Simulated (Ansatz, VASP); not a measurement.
Mg3TeSe2: VASP beside Ansatz

```
Mg Te Se
1.0
     4.00773    0.00000    0.00000
    -2.00386    3.47079    0.00000
     0.00000    0.00000    9.82297
Mg Te Se
3 1 2
Direct
  0.33333 0.66667 0.18174
  0.66667 0.33333 0.81826
  0.00000 0.00000 0.50000
  0.00000 0.00000 0.00000
  0.33333 0.66667 0.65934
  0.66667 0.33333 0.34066
```

Change from the starting cell: species swapped into the InSn2Te3 type (P-3m1, No. 164).

Alike in both runs: functional PBE; k mesh 12 × 12 × 4; occupations gaussian, width 0.02 eV; no spin polarisation.

Ansatz relaxed the structure, and its values are those at the end. VASP's run is a single point on that final structure, the one shown.

|  | VASP | Ansatz |
| --- | --- | --- |
| version | VASP 6.6.1 | Ansatz 0.2.0 |
| potentials or method | VASP PAW PBE potentials, release 64 (Mg, Te, Se), cutoff 520 eV | scalar-relativistic, plane waves, PAW |
| valence electrons in the cell | 24 | 78 |

```csv
,VASP,Ansatz,Ansatz less VASP
gap on the k mesh at the Fermi level (eV),0.47,0.50,+0.028
least direct gap on the mesh (eV),1.19,1.21,+0.018
pressure (GPa),-0.1,0.0,+0.09
```

VASP's potentials hold 24 valence electrons a cell and Ansatz's 78, so a difference there can come from the potentials and not from the codes.

Neither program's run includes spin-orbit coupling.
